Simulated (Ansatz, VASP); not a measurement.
**Two plane-wave programs on Ir**

```xyz
1
Lattice="0.0000 1.7103 2.4184 1.7103 0.0000 2.4184 1.7103 1.7103 0.0000" Properties=species:S:1:pos:R:3 pbc="T T T"
Ir    0.0000    0.0000    0.0000
```

Alike in both runs: task single point; functional LDA; k mesh 8 × 8 × 8; occupations gaussian, width 0.15 eV; no spin polarisation.

|  | VASP | Ansatz |
| --- | --- | --- |
| version | VASP 6.6.1 | Ansatz 0.2.0 |
| potentials or method | VASP PAW LDA potentials, release 64 (Ir_sv_GW), cutoff 500 eV | scalar-relativistic, plane waves, PAW |
| valence electrons in the cell | 17 | 17 |

Ansatz gave:

* gap on the k mesh at the Fermi level (eV): none
* pressure (GPa): 24.3
* traceless stress, the component that is largest in VASP (GPa): -61.90

**Question.** What did VASP give for the same quantities?

**Answer.** gap on the k mesh at the Fermi level (eV): none; pressure (GPa): 22.6; traceless stress, the component that is largest in VASP (GPa): -62.31.

LDA's correlation is that of Perdew and Zunger in VASP and of Perdew and Wang (1992) in Ansatz. A gap of «none» marks a metal or a gap that the smearing closes.

The k mesh is coarse, so the values compare programs but aren't converged. Neither program's run includes spin-orbit coupling.
